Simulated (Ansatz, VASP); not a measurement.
**Cd: VASP beside Ansatz**

```
Cd
1.0
     2.45500    0.00000    0.00000
     0.00000    2.45500    0.00000
     0.00000    0.00000    2.45500
Cd
1
Direct
  0.00000 0.00000 0.00000
```

Change from the starting cell: volume scaled by 0.55, LAPW.

Alike in both runs: task single point; functional PBE; k mesh 14 × 14 × 14; occupations fermi-dirac, width 0.08 eV; no spin polarisation.

|  | VASP | Ansatz |
| --- | --- | --- |
| version | VASP 6.6.1 | Ansatz 0.2.0 |
| potentials or method | VASP PAW PBE potentials, release 64 (Cd), cutoff 520 eV | all-electron LAPW, scalar-relativistic |

Ansatz gave:

| Item | Value |
| --- | --- |
| pressure (GPa) | 96.4 |

Q: What did VASP give for the same quantities?

A: Pressure (GPa): 100.0.

Both programs put the cell under a high pressure, so it lies far from rest at this level. Ansatz ran all-electron here, and VASP with PAW potentials.

Noted on VASP's run: the cell as given lies far from equilibrium.
